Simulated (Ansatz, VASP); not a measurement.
One calculation of C, two programs

Contents of INCAR:

```
  ALGO = Normal
  EDIFF = 1E-6
  ENCUT = 520
  GGA = PE
  ISIF = 2
  ISMEAR = 0
  LASPH = T
  LCHARG = F
  LREAL = F
  LWAVE = F
  NBANDS = 11
  NELM = 60
  PREC = Accurate
  SIGMA = 0.02
```

KPOINTS

```
k-points
0
Gamma
  14 14 14
```

The input POSCAR:

```
C
1.0
   -0.0425400000      2.0405374500      3.2620568400
    1.2082292000     -0.0245600000      3.2620568400
    1.1656892000      2.0159774500      0.0000000000
C
2
Direct
    0.1790072848      0.8209927152      0.1664212471
    0.8209927152      0.1790072848      0.8335787529
```

Input for Ansatz:

```yaml
crystal:
  lattice:
    - [-0.04254, 2.04053745, 3.26205684]
    - [1.2082292, -0.02456, 3.26205684]
    - [1.1656892, 2.01597745, 0.0]
  atoms:
    - { symbol: C, position: [0.1790072848, 0.8209927152, 0.1664212471] }
    - { symbol: C, position: [0.8209927152, 0.1790072848, 0.8335787529] }
basis:
  ecutwfc: 420
kpoints:
  mp_grid: { grid: [14, 14, 14] }
hamiltonian:
  xc: pbe
scf:
  occupations: { method: gaussian, width: 0.02 }
output:
  forces: true
  stress: true
  eigenvalues: true
```

Alike in both runs: task single point; functional PBE; k mesh 14 × 14 × 14; occupations gaussian, width 0.02 eV; no spin polarisation.

|  | VASP | Ansatz |
| --- | --- | --- |
| version | VASP 6.6.1 | Ansatz 0.2.0 |
| potentials or method | VASP PAW PBE potentials, release 64 (C), cutoff 520 eV | scalar-relativistic, plane waves, PAW |
| valence electrons in the cell | 8 | 8 |

Ansatz gave:

```
gap on the k mesh at the Fermi level (eV)                     : 0.52
least direct gap on the mesh (eV)                             : 0.80
pressure (GPa)                                                : 34.2
traceless stress, the component that is largest in VASP (GPa) : -29.02
rms of the force components (eV/Å)                            : 1.774
```

What did VASP give for the same quantities?

gap on the k mesh at the Fermi level (eV): 0.51; least direct gap on the mesh (eV): 0.80; pressure (GPa): 34.7; traceless stress, the component that is largest in VASP (GPa): -29.58; rms of the force components (eV/Å): 1.767.

Atom by atom the forces differ by 0.007 eV/Å (rms over components). Both programs put the cell under a high pressure, so it lies far from rest at this level.
